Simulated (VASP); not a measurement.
## Sc3Al: single point with PBEsol

Crystal: Sc3Al.

```
Sc Al
1.0
     4.28730    0.00000    0.00000
     0.00000    4.28730    0.00000
     0.00000    0.00000    4.42729
Sc Al
3 1
Cartesian
  2.1436 0.0000 2.2136
  0.0000 2.1436 2.2136
  2.1436 2.1436 0.0000
  0.0000 0.0000 0.0000
```

This cell differs from its parent crystal: biaxial strain in the a-b plane: -2.0 %.

```
Program                : VASP 6.6.1
Task                   : single point
Functional             : PBEsol
Potentials or basis    : VASP PAW PBE potentials, release 64 (Sc_sv, Al)
Cutoff                 : 520 eV
k mesh                 : 12 × 12 × 12
Occupations            : gaussian, width 0.1 eV
Spin                   : no spin polarisation
Dipole correction      : no
Further INCAR settings : ALGO = Fast; EDIFF = 1e-06; NBANDS = 26
```

```
Pressure               : 2.1 GPa
Band gap on the k mesh : zero (band 18 reaches 5.35 eV, above the bottom of band 19 at 4.00 eV)
```

Stress tensor (GPa, compression positive):
```
2.89 0.00 0.00
0.00 2.89 0.00
0.00 0.00 0.56
```

Levels at points of the mesh, in eV from the Fermi level:
```csv
k point,band 16,band 17,band 18,band 19,band 20,band 21
"(0.00, 0.00, 0.00)",-1.05,-0.49,-0.49,-0.44,0.50,0.92
"(0.50, 0.00, 0.00)",-0.98,-0.74,0.10,0.18,0.83,1.01
"(0.50, 0.50, 0.00)",-1.35,-1.12,0.12,0.46,0.46,1.10
"(0.00, 0.00, 0.50)",-0.75,-0.75,0.03,0.16,1.01,1.01
"(0.50, 0.00, 0.50)",-1.46,-0.93,0.31,0.47,0.52,1.20
"(0.50, 0.50, 0.50)",-1.51,-1.09,-1.09,-1.04,0.63,1.41
```

Wall time 5.5 min on 1 thread of Oxide Virtual Turin-like Processor, on a shared host, peak memory 0.41 GiB.

Caveat: the cell differs from its parent crystal (biaxial strain in the a-b plane: -2.0 %); the PAW data sets were made with another functional, which shifts forces and pressure a little.
